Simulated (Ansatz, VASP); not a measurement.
## Ag: VASP beside Ansatz

```
CELL_PARAMETERS angstrom
0.00000 3.06493 3.06493
3.06493 0.00000 3.06493
3.06493 3.06493 0.00000
ATOMIC_POSITIONS crystal
Ag 0.12500 0.12500 0.12500
Ag 0.87500 0.87500 0.87500
```

Alike in both runs: task single point; functional PBE; k mesh 14 × 14 × 14; occupations fermi-dirac, width 0.1 eV; no spin polarisation.

|  | VASP | Ansatz |
| --- | --- | --- |
| version | VASP 6.6.1 | Ansatz 0.2.0 |
| potentials or method | VASP PAW PBE potentials, release 64 (Ag), cutoff 520 eV | plane waves (420 eV) with PAW, scalar-relativistic |
| valence electrons in the cell | 22 | 38 |

```csv
,VASP,Ansatz,Ansatz less VASP
pressure (GPa),1.4,1.5,+0.07
```

With one functional, cell and mesh, what is left measures potentials, basis and numerics. VASP's potentials hold 22 valence electrons a cell and Ansatz's 38, so a difference there can come from the potentials and not from the codes.
